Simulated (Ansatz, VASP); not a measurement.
## One calculation of Mo, two programs

```
Mo
1.0
    -1.58080    1.58080    1.58080
     1.58080   -1.58080    1.58080
     1.58080    1.58080   -1.58080
Mo
1
Direct
  0.00000 0.00000 0.00000
```

Alike in both runs: functional PBE; k mesh 15 × 15 × 15; occupations fermi-dirac, width 0.05 eV; no spin polarisation.

Ansatz relaxed the structure, and its values are those at the end. VASP's run is a single point on that final structure, the one shown.

|  | VASP | Ansatz |
| --- | --- | --- |
| version | VASP 6.6.1 | Ansatz 0.2.0 |
| potentials or method | VASP PAW PBE potentials, release 64 (Mo_sv), cutoff 520 eV | all-electron LAPW, scalar-relativistic |

```tsv
	VASP	Ansatz	Ansatz less VASP
pressure (GPa)	0.5	0.0	-0.53
```

Ansatz ran all-electron here, and VASP with PAW potentials.
